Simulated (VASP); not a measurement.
# Cs2SnI6 (Fm-3m) in VASP: notebook

Cs2SnI6 is run at these levels: PBE; tasks: electric field gradients.

All numbers are computed with VASP 6.6.1; they aren't measurements. Logs are shortened: lines on timing, memory, paths and dates and some standing lists are left out, and cuts for length are marked.

## 1. The cell of the first run

It takes space group Fm-3m (No. 225, cubic). Conventional cell: a = 11.630 Å, b = 11.630 Å, c = 11.630 Å, α = 90.00°, β = 90.00°, γ = 90.00°. Within 5.4 Å of Cs (site symmetry -43m) lie 12 I at 4.11 Å and 4 Sn at 5.04 Å. Within 3.8 Å of Sn (site symmetry m-3m) lie 6 I at 2.89 Å. Within 3.8 Å of I (site symmetry 4mm) lie 1 Sn at 2.89 Å.

## 2. Electric field gradients, PBE, non-collinear spin, zero start, spin-orbit coupling

File INCAR:

```
SYSTEM = Cs2SnI6
PREC     = Accurate       ! precision mode
ENCUT    = 400            ! plane-wave cutoff, eV
EDIFF    = 1E-8           ! SCF threshold, eV
ISMEAR   = -1             ! smearing method
SIGMA    = 0.02           ! smearing width, eV
LREAL    = .False.        ! projectors in reciprocal space
LASPH    = .True.         ! aspherical terms in the spheres
NELM     = 200            ! most SCF steps
ALGO     = Normal         ! electronic algorithm
ISIF     = 2              ! what is computed and relaxed
LWAVE    = .False.        ! write WAVECAR
LCHARG   = .False.        ! write CHGCAR
MAGMOM   = 0 0 0 0 0 0 0 0 0 0 0 0 0 0 0 0 0 0 0 0 0 0 0 0 0 0 0 ! initial moments
LORBIT   = 11             ! projections on sites
LSORBIT  = .True.         ! spin-orbit coupling
GGA_COMPAT= .False.      
LORBMOM  = .True.       
GGA      = PE             ! functional
LEFG     = .True.       
NBANDS   = 93             ! bands
KPAR     = 4
```

File KPOINTS:

```
regular mesh
0
Gamma
  5 5 5
  0 0 0
```

File POSCAR:

```
Cs2SnI6
1.0
    0.0000000000      5.8150000000      5.8150000000
    5.8150000000      0.0000000000      5.8150000000
    5.8150000000      5.8150000000      0.0000000000
Cs Sn I
2 1 6
Direct
    0.2500000000      0.2500000000      0.2500000000
    0.7500000000      0.7500000000      0.7500000000
    0.0000000000      0.0000000000      0.0000000000
    0.7512468974      0.2487531026      0.2487531026
    0.2487531026      0.7512468974      0.2487531026
    0.2487531026      0.7512468974      0.7512468974
    0.7512468974      0.2487531026      0.7512468974
    0.2487531026      0.2487531026      0.7512468974
    0.7512468974      0.7512468974      0.2487531026
```

Potentials or basis: VASP PAW PBE potentials, release 64 (Cs_sv, Sn_d, I).

Launch:

```sh
$ cat potpaw_PBE.64/Cs_sv/POTCAR potpaw_PBE.64/Sn_d/POTCAR potpaw_PBE.64/I/POTCAR > POTCAR
$ mpirun -np 4 vasp_ncl > vasp.out
```

OUTCAR:

```text
SYSTEM = Cs2SnI6
   PREC = Accurate
   ENCUT = 400
   EDIFF = 1E-8
   ISMEAR = -1
   LREAL = .False.
   LASPH = .True.
   NELM = 200
   ISIF = 2
   LORBIT = 11
   LSORBIT = .True.
   GGA = PE

 ion  position               nearest neighbor table
   1  0.250  0.250  0.250-
   2  0.750  0.750  0.750-
   3  0.000  0.000  0.000-   4 2.89   5 2.89   6 2.89   7 2.89   8 2.89   9 2.89
   4  0.751  0.249  0.249-   3 2.89
   5  0.249  0.751  0.249-   3 2.89
   6  0.249  0.751  0.751-   3 2.89
   7  0.751  0.249  0.751-   3 2.89
   8  0.249  0.249  0.751-   3 2.89
   9  0.751  0.751  0.249-   3 2.89

  LATTYP: Found a face centered cubic cell.
 ALAT       =    11.6300000000

  Lattice vectors:

 A1 = (   0.0000000000,   5.8150000000,   5.8150000000)
 A2 = (   5.8150000000,   0.0000000000,   5.8150000000)
 A3 = (   5.8150000000,   5.8150000000,   0.0000000000)

Analysis of symmetry for initial positions (statically):
=====================================================================
 Subroutine PRICEL returns:
 Original cell was already a primitive cell.

 Routine SETGRP: Setting up the symmetry group for a
 face centered cubic supercell.

 Subroutine GETGRP returns: Found 48 space group operations
 (whereof 48 operations were pure point group operations)
 out of a pool of 48 trial point group operations.

The static configuration has the point symmetry O_h .

Analysis of symmetry for dynamics (positions and initial velocities):
=====================================================================
 Subroutine PRICEL returns:
 Original cell was already a primitive cell.

 Routine SETGRP: Setting up the symmetry group for a
 face centered cubic supercell.

 Subroutine GETGRP returns: Found 48 space group operations
 (whereof 48 operations were pure point group operations)
 out of a pool of 48 trial point group operations.

The dynamic configuration has the point symmetry O_h .

Analysis of structural, dynamic, and magnetic symmetry:
=====================================================================
 Subroutine PRICEL returns:
 Original cell was already a primitive cell.

 Routine SETGRP: Setting up the symmetry group for a
 face centered cubic supercell.

 Subroutine GETGRP returns: Found 48 space group operations
 (whereof 48 operations were pure point group operations)
 out of a pool of 48 trial point group operations.

The overall configuration has the point symmetry O_h .

 Subroutine INISYM returns: Found 48 space group operations
 (whereof 48 operations are pure point group operations),
 and found     1 'primitive' translations

----------------------------------------------------------------------------------------

                                     Primitive cell

  volume of cell :     393.2594

  direct lattice vectors                    reciprocal lattice vectors
     0.000000000  5.815000000  5.815000000    -0.085984523  0.085984523  0.085984523
     5.815000000  0.000000000  5.815000000     0.085984523 -0.085984523  0.085984523
     5.815000000  5.815000000  0.000000000     0.085984523  0.085984523 -0.085984523

  length of vectors
     8.223651865  8.223651865  8.223651865     0.148929562  0.148929562  0.148929562

  position of ions in fractional coordinates (direct lattice)
     0.250000000  0.250000000  0.250000000
     0.750000000  0.750000000  0.750000000
     0.000000000  0.000000000  0.000000000
     0.751246897  0.248753103  0.248753103
     0.248753103  0.751246897  0.248753103
     0.248753103  0.751246897  0.751246897
     0.751246897  0.248753103  0.751246897
     0.248753103  0.248753103  0.751246897
     0.751246897  0.751246897  0.248753103

  ion indices of the primitive-cell ions
   primitive index   ion index
                 1           1
                 2           2
                 3           3
                 4           4
                 5           5
                 6           6
                 7           7
                 8           8
                 9           9

----------------------------------------------------------------------------------------

 KPOINTS: regular mesh

[... 1058 lines left out ...]
 (convention: |V_zz| > |V_xx| > |V_yy|)
----------------------------------------------------------------------
 ion       V_xx      V_yy      V_zz     asymmetry (V_yy - V_xx)/ V_zz
----------------------------------------------------------------------
   1       0.001     0.001    -0.002       0.000
   2       0.001     0.001    -0.002       0.000
   3      -0.002    -0.002     0.005       0.000
   4    -260.069  -260.068   520.137       0.000
   5    -260.069  -260.068   520.137       0.000
   6    -260.069  -260.068   520.137       0.000
   7    -260.069  -260.068   520.137       0.000
   8    -260.069  -260.068   520.137       0.000
   9    -260.069  -260.068   520.137       0.000
----------------------------------------------------------------------

           NMR quadrupolar parameters

 Cq : quadrupolar parameter    Cq=e*Q*V_zz/h
 eta: asymmetry parameters     (V_yy - V_xx)/ V_zz
 Q  : nuclear electric quadrupole moment in mb (millibarn)
----------------------------------------------------------------------
 ion       Cq(MHz)       eta       Q (mb)
----------------------------------------------------------------------
   1      -0.000       0.000       1.000
   2      -0.000       0.000       1.000
   3       0.000       0.000       1.000
   4       1.258       0.000       1.000
   5       1.258       0.000       1.000
   6       1.258       0.000       1.000
   7       1.258       0.000       1.000
   8       1.258       0.000       1.000
   9       1.258       0.000       1.000
----------------------------------------------------------------------

 orbital moment (x)

 # of ion     p       d       tot
 ----------------------------------------
  1         0.000  -0.000  -0.000
  2         0.000  -0.000  -0.000
  3        -0.000   0.000  -0.000
  4         0.000   0.000   0.000
  5        -0.000   0.000  -0.000
  6         0.000   0.000   0.000
  7        -0.000   0.000  -0.000
  8        -0.000  -0.000  -0.000
  9        -0.000  -0.000  -0.000
 ----------------------------------------
           -0.000  -0.000  -0.000

 orbital moment (y)

 # of ion     p       d       tot
 ----------------------------------------
  1         0.000  -0.000  -0.000
  2         0.000  -0.000  -0.000
  3         0.000  -0.000   0.000
  4         0.000  -0.000   0.000
  5         0.000  -0.000  -0.000
  6         0.000  -0.000   0.000
  7         0.000  -0.000  -0.000
  8        -0.000   0.000  -0.000
  9        -0.000  -0.000  -0.000
 ----------------------------------------
           -0.000  -0.000  -0.000

 orbital moment (z)

 # of ion     p       d       tot
 ----------------------------------------
  1         0.000   0.000   0.000
  2         0.000   0.000   0.000
  3         0.000   0.000   0.000
  4         0.000   0.000   0.000
  5         0.000   0.000   0.000
  6         0.000   0.000   0.000
  7         0.000   0.000   0.000
  8         0.000   0.000   0.000
  9         0.000   0.000   0.000
 ----------------------------------------
            0.000   0.000   0.000

 Spin-Orbit-Coupling matrix elements

 Ion:    1  E_soc:     -0.3244698
 l=   1
     0.0000000    -0.0540436    -0.0540436
    -0.0540436     0.0000000    -0.0540436
    -0.0540436    -0.0540436     0.0000000
 l=   2
     0.0000000    -0.0000047     0.0000000    -0.0000047    -0.0000301
    -0.0000047     0.0000000    -0.0000225    -0.0000047    -0.0000075
     0.0000000    -0.0000225     0.0000000    -0.0000225     0.0000000
    -0.0000047    -0.0000047    -0.0000225     0.0000000    -0.0000075
    -0.0000301    -0.0000075     0.0000000    -0.0000075     0.0000000
 l=   3
     0.0000000     0.0000000     0.0000000     0.0000000     0.0000000     0.0000000     0.0000000
     0.0000000     0.0000000     0.0000000     0.0000000     0.0000000     0.0000000     0.0000000
     0.0000000     0.0000000     0.0000000     0.0000000     0.0000000     0.0000000     0.0000000
     0.0000000     0.0000000     0.0000000     0.0000000     0.0000000     0.0000000     0.0000000
[... 149 lines left out ...]
 l=   2
     0.0000000    -0.0000049     0.0000000    -0.0000049    -0.0000076
    -0.0000049     0.0000000    -0.0000101    -0.0000056    -0.0000071
     0.0000000    -0.0000101     0.0000000    -0.0000101     0.0000000
    -0.0000049    -0.0000056    -0.0000101     0.0000000    -0.0000071
    -0.0000076    -0.0000071     0.0000000    -0.0000071     0.0000000
 l=   3
     0.0000000     0.0000000     0.0000000     0.0000000     0.0000000     0.0000000     0.0000000
     0.0000000     0.0000000     0.0000000     0.0000000     0.0000000     0.0000000     0.0000000
     0.0000000     0.0000000     0.0000000     0.0000000     0.0000000     0.0000000     0.0000000
     0.0000000     0.0000000     0.0000000     0.0000000     0.0000000     0.0000000     0.0000000
     0.0000000     0.0000000     0.0000000     0.0000000     0.0000000     0.0000000     0.0000000
     0.0000000     0.0000000     0.0000000     0.0000000     0.0000000     0.0000000     0.0000000
     0.0000000     0.0000000     0.0000000     0.0000000     0.0000000     0.0000000     0.0000000

 total charge

# of ion       s       p       d       tot
------------------------------------------
    1        1.841   4.706   0.023   6.570
    2        1.841   4.706   0.023   6.570
    3        1.096   0.912  10.069  12.078
    4        1.515   2.780   0.011   4.306
    5        1.515   2.780   0.011   4.306
    6        1.515   2.780   0.011   4.306
    7        1.515   2.780   0.011   4.306
    8        1.515   2.780   0.011   4.306
    9        1.515   2.780   0.011   4.306
--------------------------------------------------
tot         13.867  27.003  10.182  51.052

 magnetization (x)

# of ion       s       p       d       tot
------------------------------------------
    1       -0.000  -0.000   0.000  -0.000
    2       -0.000  -0.000   0.000  -0.000
    3       -0.000  -0.000  -0.000  -0.000
    4        0.000   0.000   0.000   0.000
    5        0.000   0.000   0.000   0.000
    6        0.000   0.000   0.000   0.000
    7        0.000   0.000   0.000   0.000
    8       -0.000  -0.000  -0.000  -0.000
    9       -0.000  -0.000   0.000  -0.000
--------------------------------------------------
tot          0.000  -0.000   0.000  -0.000

 magnetization (y)

# of ion       s       p       d       tot
------------------------------------------
    1        0.000   0.000   0.000   0.000
    2        0.000   0.000   0.000   0.000
    3       -0.000   0.000  -0.000  -0.000
    4       -0.000  -0.000   0.000  -0.000
    5        0.000   0.000   0.000   0.000
    6       -0.000   0.000  -0.000   0.000
    7        0.000   0.000   0.000   0.000
    8        0.000   0.000   0.000   0.000
    9        0.000   0.000   0.000   0.000
--------------------------------------------------
tot          0.000   0.000   0.000   0.000

 magnetization (z)

# of ion       s       p       d       tot
------------------------------------------
    1       -0.000   0.000   0.000  -0.000
    2       -0.000   0.000  -0.000  -0.000
    3        0.000   0.000   0.000   0.000
    4        0.000   0.000   0.000   0.000
    5       -0.000   0.000   0.000  -0.000
    6        0.000   0.000   0.000   0.000
    7       -0.000  -0.000  -0.000  -0.000
    8        0.000   0.000   0.000   0.000
    9        0.000   0.000   0.000   0.000
--------------------------------------------------
tot         -0.000  -0.000  -0.000  -0.000
```

Wall time 7.6 min (4 MPI ranks of Intel Xeon Platinum 8375C at 2.90GHz (Ice Lake), shared host); peak memory 1.2 GiB.

Results:

| Item | Value |
| --- | --- |
| Free energy | -24.1332 eV |
| Pressure | 1.2 GPa |
| Largest force | 0.082 eV/Å |
| Net moment | 0.00 μB per cell |
| Largest electric field gradient by atom | Cs -0.0; Sn +0.0; I +520.1 V/Å² |
| Valence electrons inside the program's atomic spheres | Cs 6.57; Sn 12.08; I 4.31 |

Forces on the atoms (eV/Å):
```
Cs   0.000  0.000  0.000
Cs   0.000  0.000  0.000
Sn   0.000  0.000  0.000
I    0.082  0.000  0.000
I    0.000  0.082  0.000
I   -0.082  0.000  0.000
I    0.000 -0.082  0.000
I    0.000  0.000  0.082
I    0.000  0.000 -0.082
```

Moments on the atoms (μB; x, y, z):
```
Cs  0.00 0.00 0.00
Cs  0.00 0.00 0.00
Sn  0.00 0.00 0.00
I   0.00 0.00 0.00
I   0.00 0.00 0.00
I   0.00 0.00 0.00
I   0.00 0.00 0.00
I   0.00 0.00 0.00
I   0.00 0.00 0.00
```

Electric field gradients, principal values (V/Å²):
```csv
atom,least,middle,greatest (by size)
1 Cs,0.001,0.001,-0.002
2 Cs,0.001,0.001,-0.002
3 Sn,-0.002,-0.002,0.005
4 I,-260.068,-260.069,520.137
5 I,-260.068,-260.069,520.137
6 I,-260.068,-260.069,520.137
7 I,-260.068,-260.069,520.137
8 I,-260.068,-260.069,520.137
9 I,-260.068,-260.069,520.137
```

Caveat: without QUAD_EFG the Cq values of the log hold for a quadrupole moment of 1 mb, not for the nuclei.

[end of part 1 of 2]
